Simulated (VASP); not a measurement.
# Ge: single point with PBE

Crystal: Ge.

```
Ge
1.0
     0.00000    2.80992    2.80992
     2.80992    0.00000    2.80992
     2.80992    2.80992    0.00000
Ge
2
Direct
  0.75000 0.75000 0.75000
  0.50000 0.50000 0.50000
```

This cell differs from its parent crystal: volume scaled by 0.98.

```json
{
  "Program": "VASP 6.6.1",
  "Task": "single point",
  "Functional": "PBE",
  "Potentials or basis": "VASP PAW PBE potentials, release 64 (Ge_d)",
  "Cutoff": "520 eV",
  "k mesh": "8 × 8 × 8",
  "Occupations": "fermi-dirac, width 0.05 eV",
  "Spin": "no spin polarisation",
  "Dipole correction": "no",
  "Further INCAR settings": "ALGO = Normal; EDIFF = 1e-07; NBANDS = 21"
}
```

| Property | Result |
| --- | --- |
| Pressure | 5.1 GPa |
| Band gap on the k mesh | 0.22 eV, direct |

Levels at points of the mesh, in eV from the valence-band top:
| k point | band 10 | band 11 | band 12 | band 13 | band 14 | band 15 | band 16 | band 17 | band 18 | band 19 |
| --- | --- | --- | --- | --- | --- | --- | --- | --- | --- | --- |
| (0.00, 0.00, 0.00) | -24.57 | -12.93 | 0.00 | 0.00 | 0.00 | 0.22 | 2.56 | 2.56 | 2.56 | 6.47 |
| (0.50, 0.00, 0.00) | -24.54 | -10.79 | -7.69 | -1.44 | -1.44 | 0.25 | 3.76 | 3.76 | 7.14 | 10.70 |
| (0.50, 0.50, 0.00) | -24.53 | -8.96 | -8.96 | -3.15 | -3.15 | 0.73 | 0.73 | 9.69 | 9.69 | 11.82 |

It took 13 s on 1 thread of Intel(R) Xeon(R) Platinum 8559C (Emerald Rapids) (shared host), peak memory 0.16 GiB.

 A k mesh can miss the band edges.
